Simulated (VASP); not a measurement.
A run of VASP 6.6.1:

INCAR

```
  PREC = Accurate
  ENCUT = 520
  EDIFF = 1E-6
  ISMEAR = -1
  SIGMA = 0.5
  LREAL = F
  LASPH = T
  NELM = 60
  ALGO = Normal
  ISIF = 2
  LWAVE = F
  LCHARG = F
  GGA = PE
  NBANDS = 16
```

Contents of KPOINTS:

```
regular mesh
0
Gamma
  8 8 8
```

File POSCAR:

```
GaN
1.0
    0.0000000000      2.1085153689      2.1085153689
    2.1085153689      0.0000000000      2.1085153689
    2.1085153689      2.1085153689      0.0000000000
Ga N
1 1
Direct
    0.5000000000      0.5000000000      0.5000000000
    0.0000000000      0.0000000000      0.0000000000
```

Potentials or basis: VASP PAW PBE potentials, release 64 (Ga_d, N).

The run is started by

```bash
$ cat potpaw_PBE.64/Ga_d/POTCAR potpaw_PBE.64/N/POTCAR > POTCAR
$ mpirun -np 1 vasp_std > vasp.out
```

Hardware: 1 thread of Intel(R) Xeon(R) Platinum 8375C CPU @ 2.90GHz (Ice Lake) (shared host).

Task: Estimate the wall time of this run.

Result: Wall time 7 s on 1 thread of Intel(R) Xeon(R) Platinum 8375C CPU @ 2.90GHz (Ice Lake) (shared host), peak memory 0.13 GiB. Counts: scf iterations 13, k points 29.
